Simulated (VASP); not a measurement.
# Pb (R-3m) in VASP: single point with PBE

Aim: the single point of Pb with PBE.

All numbers are computed with VASP 6.6.1; they aren't measurements. Logs are shortened: lines on timing, memory, paths and dates and some standing lists are left out, and cuts for length are marked.

## (1) The cell of the first run

It takes space group R-3m (No. 166, trigonal). Conventional cell: a = 3.636 Å, b = 3.636 Å, c = 7.028 Å, α = 90.00°, β = 90.00°, γ = 120.00°. Pb (site symmetry -3m) has 12 Pb at 3.15 to 3.64 Å within 4.1 Å.

## (2) Single point, PBE

Input file INCAR:

```
PREC = Accurate
ENCUT = 500
EDIFF = 1E-6
ISMEAR = -1
SIGMA = 0.1
LREAL = False
LASPH = True
NELM = 120
ALGO = Normal
ISIF = 2
LWAVE = False
LCHARG = False
GGA = PE
NBANDS = 13
GGA_COMPAT = False
```

Input file KPOINTS:

```
regular mesh
0
Gamma
  12 12 12
```

Input file POSCAR:

```
Pb
1.0
    1.8180950000      1.0496790000      2.3428090000
   -1.8180950000      1.0496790000      2.3428090000
    0.0000000000     -2.0993590000      2.3428090000
Pb
1
Direct
    0.0000000000      0.0000000000      0.0000000000
```

Potentials or basis: VASP PAW PBE potentials, release 64 (Pb_d).

Launch:

```console
> cat potpaw_PBE.64/Pb_d/POTCAR > POTCAR
> mpirun -np 1 vasp_std > vasp.out
```

OUTCAR:

```text
PREC = Accurate
   ENCUT = 500
   EDIFF = 1E-6
   ISMEAR = -1
   LREAL = False
   LASPH = True
   NELM = 120
   ISIF = 2
   GGA = PE

 ion  position               nearest neighbor table
   1  0.000  0.000  0.000-

  LATTYP: Found a trigonal (rhomboedric) cell.
 ALAT       =     3.1458007282
 COS(alpha) =     0.3319606327

  Lattice vectors:

 A1 = (   1.8180950000,   1.0496790000,   2.3428090000)
 A2 = (  -1.8180950000,   1.0496790000,   2.3428090000)
 A3 = (   0.0000000000,  -2.0993590000,   2.3428090000)

Analysis of symmetry for initial positions (statically):
=====================================================================
 Subroutine PRICEL returns:
 Original cell was already a primitive cell.

 Routine SETGRP: Setting up the symmetry group for a
 trigonal (rhombohedral) supercell.

 Subroutine GETGRP returns: Found 12 space group operations
 (whereof 12 operations were pure point group operations)
 out of a pool of 12 trial point group operations.

The static configuration has the point symmetry D_3d.

Analysis of symmetry for dynamics (positions and initial velocities):
=====================================================================
 Subroutine PRICEL returns:
 Original cell was already a primitive cell.

 Routine SETGRP: Setting up the symmetry group for a
 trigonal (rhombohedral) supercell.

 Subroutine GETGRP returns: Found 12 space group operations
 (whereof 12 operations were pure point group operations)
 out of a pool of 12 trial point group operations.

The dynamic configuration has the point symmetry D_3d.

 Subroutine INISYM returns: Found 12 space group operations
 (whereof 12 operations are pure point group operations),
 and found     1 'primitive' translations

----------------------------------------------------------------------------------------

                                     Primitive cell

  volume of cell :      26.8263

  direct lattice vectors                    reciprocal lattice vectors
     1.818095000  1.049679000  2.342809000     0.275013132  0.158778649  0.142279369
    -1.818095000  1.049679000  2.342809000    -0.275013132  0.158778649  0.142279369
     0.000000000 -2.099359000  2.342809000     0.000000000 -0.317557298  0.142279301

  length of vectors
     3.145798697  3.145798697  3.145800728     0.347974569  0.347974569  0.347974191

  position of ions in fractional coordinates (direct lattice)
     0.000000000  0.000000000  0.000000000

  ion indices of the primitive-cell ions
   primitive index   ion index
                 1           1

----------------------------------------------------------------------------------------

 KPOINTS: regular mesh

Automatic generation of k-mesh.
 Grid dimensions read from file:
 generate k-points for:   12   12   12

 Generating k-lattice:

  Cartesian coordinates                     Fractional coordinates (reciprocal lattice)
     0.022917761  0.013231554  0.011856614     0.083333333 -0.000000000  0.000000000
    -0.022917761  0.013231554  0.011856614    -0.000000000  0.083333333  0.000000000
     0.000000000 -0.026463108  0.011856608     0.000000000  0.000000000  0.083333333

  Length of vectors
     0.028997881  0.028997881  0.028997849

  Shift w.r.t. Gamma in fractional coordinates (k-lattice)
     0.000000000  0.000000000  0.000000000

 Subroutine IBZKPT returns following result:
 ===========================================

 Found    189 irreducible k-points:

 Following reciprocal coordinates:
            Coordinates               Weight
  0.000000  0.000000  0.000000      1.000000
  0.083333  0.000000  0.000000      6.000000
  0.166667  0.000000  0.000000      6.000000
  0.250000  0.000000  0.000000      6.000000
  0.333333  0.000000  0.000000      6.000000
  0.416667  0.000000  0.000000      6.000000
[... 16 lines left out ...]
  0.500000  0.166667  0.000000     12.000000
 -0.416667  0.166667 -0.000000     12.000000
 [... further k-points ...]
   k-points           NKPTS =    189   k-points in BZ     NKDIM =    189   number of bands    NBANDS=     13
   number of dos      NEDOS =    301   number of ions     NIONS =      1
   total plane-waves  NPLWV =  13824
   dimension x,y,z NGX =    24 NGY =   24 NGZ =   24
   dimension x,y,z NGXF=    48 NGYF=   48 NGZF=   48
   ions per type =               1
   NGX,Y,Z   is equivalent  to a cutoff of  12.68, 12.68, 12.68 a.u.
   NGXF,Y,Z  is equivalent  to a cutoff of  25.37, 25.37, 25.37 a.u.
 SYSTEM =  unknown system
   PREC   = accura    normal or accurate (medium, high low for compatibility)
   ISTART =      0    job   : 0-new  1-cont  2-samecut
   ICHARG =      2    charge: 1-file 2-atom 10-const
   ISPIN  =      1    spin polarized calculation?
   LNONCOLLINEAR =      F non collinear calculations
   LSORBIT =      F    spin-orbit coupling
   LASPH  =      T    aspherical Exc in radial PAW
   ENCUT  =  500.0 eV  36.75 Ry    6.06 a.u.   5.74  5.74  5.74*2*pi/ulx,y,z
   NELM   =    120;   NELMIN=  2; NELMDL= -5     # of ELM steps
   EDIFF  = 0.1E-05   stopping-criterion for ELM
   LREAL  =      F    real-space projection
   EDIFFG = 0.1E-04   stopping-criterion for IOM
   NSW    =      0    number of steps for IOM
   IBRION =     -1    ionic relax: 0-MD 1-quasi-New 2-CG
   NFREE  =      0    steps in history (QN), initial steepest desc. (CG)
   ISIF   =      2    stress and relaxation
   ISYM   =      2    0-nonsym 1-usesym 2-fastsym
   POTIM  = 0.5000    time-step for ionic-motion
   TEBEG  =    0.0;   TEEND  =   0.0 temperature during run
   PSTRESS=    0.0 pullay stress
   NELECT =      14.0000    total number of electrons
   NUPDOWN=      -1.0000    fix difference up-down
   EMIN   =  10.00;   EMAX   =-10.00  energy-range for DOS
   EFERMI =   0.00;   METHOD = LEGACY
   ISMEAR =    -1;   SIGMA  =   0.10  broadening in eV -4-tet -1-fermi 0-gaus
   EFERMI_NEDOS =   21; number of points for ismear=-14 and -15
   IALGO  =     38    algorithm
   IMIX   =      4    mixing-type and parameters
     AMIX     =   0.40;   BMIX     =  1.00
     AMIX_MAG =   1.60;   BMIX_MAG =  1.00
  volume/ion in A,a.u.               =      26.83       181.03
  Fermi-wavevector in a.u.,A,eV,Ry     =   1.318045  2.490745 23.636638  1.737244
  Thomas-Fermi vector in A             =   2.448043
   LORBIT       =      0    0 simple, 1 ext, 2 COOP (PROOUT), +10 PAW based schemes
   GGA     = PE    functional components
   LHFCALC =     F    Hartree Fock is set to
   AEXX    =    0.0000 exact exchange contribution
   IVDW    =     0    specifies the selected vdW correction
   LEPSILON=     F    determine dielectric tensor
   LRPA    =     F    only Hartree local field effects (RPA)
 non-spin polarized calculation
  energy-cutoff  :      500.00
  volume of cell :       26.83
 maximum number of plane-waves:       693
   NGX = 11   NGY = 11   NGZ = 11

 number of electron      14.0000004 magnetization

 Free energy of the ion-electron system (eV)
  ---------------------------------------------------
  ext. energy  EPLUGINS =         0.00000000
  ---------------------------------------------------
  free energy    TOTEN  =        -3.27142099 eV

  energy without entropy =       -3.25342039  energy(sigma->0) =       -3.26242069

 E-fermi :   8.7708     XC(G=0): -10.7617

 val. band max:        8.7506710840   @ k =  -0.4167   0.4167   0.2500
 cond. band min:       8.7730988583   @ k =   0.4167   0.3333   0.3333
 fundamental gap:      0.0224277742
 Fermi energy:         8.7707876332

 k-point     1 :       0.0000    0.0000    0.0000
  band No.  band energies     occupation
      1      -8.7411      2.00000
      2      -8.7411      2.00000
      3      -8.2807      2.00000
      4      -8.2083      2.00000
      5      -8.2083      2.00000
      6      -4.0211      2.00000
      7      15.4254      0.00000
      8      15.4254      0.00000
      9      16.3172      0.00000
     10      19.6362      0.00000
     11      20.4944      0.00000
     12      20.4944      0.00000
     13      24.2517      0.00000

 k-point     2 :       0.0833    0.0000    0.0000
  band No.  band energies     occupation
      1      -8.7384      2.00000
      2      -8.7169      2.00000
      3      -8.2803      2.00000
      4      -8.2138      2.00000
      5      -8.2098      2.00000
      6      -3.8853      2.00000
      7      13.9744      0.00000
      8      15.4322      0.00000
      9      16.1552      0.00000
     10      20.1213      0.00000
     11      20.6539      0.00000
     12      21.9181      0.00000
     13      23.8006      0.00000

 k-point     3 :       0.1667    0.0000    0.0000
  band No.  band energies     occupation
      1      -8.7330      2.00000
      2      -8.6617      2.00000
      3      -8.2715      2.00000
      4      -8.2265      2.00000
      5      -8.2124      2.00000
      6      -3.4752      2.00000
      7      11.3817      0.00000
      8      15.4471      0.00000
      9      16.0917      0.00000
     10      20.7725      0.00000
     11      21.1242      0.00000
     12      22.7453      0.00000
     13      22.8656      0.00000
[... 305 lines left out ...]
 k-point    23 :       0.5000    0.1667    0.0000
  band No.  band energies     occupation
      1      -8.7220      2.00000
      2      -8.5254      2.00000
      3      -8.2974      2.00000
      4      -8.2388      2.00000
      5      -8.0677      2.00000
      6       0.0762      2.00000
      7       4.3967      2.00000
      8      12.2350      0.00000
      9      15.0814      0.00000
     10      19.5183      0.00000
     11      20.8029      0.00000
     12      21.5016      0.00000
     13      24.0816      0.00000

 k-point    24 :      -0.4167    0.1667   -0.0000
  band No.  band energies     occupation
      1      -8.7124      2.00000
      2      -8.5197      2.00000
      3      -8.2800      2.00000
      4      -8.2471      2.00000
      5      -8.0995      2.00000
      6       0.0096      2.00000
      7       4.5029      2.00000
      8      11.5007      0.00000
      9      15.5883      0.00000
     10      19.5215      0.00000
     11      20.9512      0.00000
     12      22.7362      0.00000
     13      23.8825      0.00000

 [... further k-points ...]
[... 5 lines left out ...]
  --------------------------------------------------------------------------------------
  -------------------------------------------------------------------------------------
  Total        1.6755034      1.6755089      3.1530328     -0.0000000     -0.0000004      0.0000000
  in kB      100.0678469    100.0681702    188.3118816     -0.0000000     -0.0000268      0.0000000
  external PRESSURE =     129.4826329 kB  Pullay stress =       0.0000000 kB

 VOLUME and BASIS-vectors are now :
 -----------------------------------------------------------------------------
  energy-cutoff  :      500.00
  volume of cell :       26.83
      direct lattice vectors                 reciprocal lattice vectors
     1.818095000  1.049679000  2.342809000     0.275013132  0.158778649  0.142279369
    -1.818095000  1.049679000  2.342809000    -0.275013132  0.158778649  0.142279369
     0.000000000 -2.099359000  2.342809000     0.000000000 -0.317557298  0.142279301

 POSITION                                       TOTAL-FORCE (eV/Angst)
 -----------------------------------------------------------------------------------
      0.00000      0.00000      0.00000        -0.000000     -0.000000      0.000000
 -----------------------------------------------------------------------------------
    total drift:                                0.000000     -0.000000     -0.000000

  FREE ENERGIE OF THE ION-ELECTRON SYSTEM (eV)
  ---------------------------------------------------
  free  energy   TOTEN  =        -3.2714209889 eV

  energy  without entropy=       -3.2534203914  energy(sigma->0) =       -3.26242069
```

Wall time 45 s (1 thread of Intel Xeon 8259CL, shared host); peak memory 0.18 GiB.

Results:

| Item | Value |
| --- | --- |
| Free energy | -3.2714 eV |
| Pressure | 12.9 GPa |
| Band gap on the k mesh | zero (bands 7 and 8 overlap by 8.53 eV) |

Levels at points of the mesh, in eV from the Fermi level:
| k point | band 5 | band 6 | band 7 | band 8 | band 9 | band 10 |
| --- | --- | --- | --- | --- | --- | --- |
| (0.00, 0.00, 0.00) | -16.98 | -12.79 | 6.65 | 6.65 | 7.55 | 10.87 |
| (0.50, 0.00, 0.00) | -16.82 | -8.98 | -5.13 | 6.69 | 7.11 | 11.13 |
| (0.50, 0.50, 0.00) | -16.70 | -6.48 | -3.80 | 0.19 | 4.60 | 4.85 |
| (0.50, 0.50, 0.50) | -16.73 | -5.82 | -3.91 | 3.51 | 3.51 | 7.63 |

Caveat: the cell stands under pressure; spin-orbit coupling is left out, which moves the levels of the heavy elements.
